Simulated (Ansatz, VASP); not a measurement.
**One calculation of LiF, two programs**

POSCAR

```
LiF
1.0
    0.0000000000      2.0140000000      2.0140000000
    2.0140000000      0.0000000000      2.0140000000
    2.0140000000      2.0140000000      0.0000000000
Li F
1 1
Direct
    0.0000000000      0.0000000000      0.0000000000
    0.5000000000      0.5000000000      0.5000000000
```

Contents of INCAR.step1:

```
PREC = Accurate
ENCUT = 600
EDIFF = 1E-5
ISMEAR = 0
SIGMA = 0.02
LREAL = F
LASPH = T
NELM = 100
ALGO = Normal
LWAVE = T
LCHARG = F
GGA = PE
NBANDS = 12
```

The input INCAR.step2:

```
PREC = Accurate
ENCUT = 600
EDIFF = 1E-6
ISMEAR = 0
SIGMA = 0.02
LREAL = F
LASPH = T
NELM = 100
ALGO = Normal
ISIF = 3
LWAVE = F
LCHARG = F
GGA = PE
LHFCALC = T
HFSCREEN = 0.2079
PRECFOCK = Normal
IBRION = 2
NSW = 100
EDIFFG = -0.005
ISTART = 1
```

File KPOINTS:

```
Automatic mesh
0
Gamma
  6 6 6
```

Input for Ansatz:

```yaml
crystal:
  lattice:
    - [0.0, 2.014, 2.014]
    - [2.014, 0.0, 2.014]
    - [2.014, 2.014, 0.0]
  atoms:
    - { symbol: Li, position: [0.0, 0.0, 0.0] }
    - { symbol: F, position: [0.5, 0.5, 0.5] }
basis:
  ecutwfc: 420
kpoints:
  mp_grid: { grid: [6, 6, 6] }
hamiltonian:
  xc: hse06
scf:
  occupations: { method: gaussian, width: 0.02 }
output:
  forces: true
  stress: true
  eigenvalues: true
  write_density: true
  write_potential: true
  elf: true
  volumetric_format: npy
relax:
  adjacent_minimum: "off"
  f_tol: 0.005
  max_steps: 80
  cell: { stress_tol: 0.05 }
```

Alike in both runs: task relaxation of cell and atoms; functional HSE06; k mesh 6 × 6 × 6; occupations gaussian, width 0.02 eV; no spin polarisation.

```csv
,VASP,Ansatz
version,VASP 6.6.1,Ansatz 0.2.0
potentials or method,"VASP PAW PBE potentials, release 64 (Li_sv, F), cutoff 600 eV","scalar-relativistic, plane waves, PAW"
valence electrons in the cell,10,10
```

|  | VASP | Ansatz | Ansatz less VASP |
| --- | --- | --- | --- |
| gap on the k mesh at the Fermi level, each at its own relaxed structure (eV) | 11.60 | 11.52 | -0.080 |
| relaxed volume (Å³/atom) | 7.99 | 8.07 | +0.074 |
| relaxed length of the cell vector where the two differ most in proportion (Å) | 2.828 | 2.836 | +0.0087 |

The k mesh is coarse, so the values compare programs but aren't converged. Noted on VASP's run: the cutoff is under 1.25 times that of the potentials, so the pressure is a little rough.
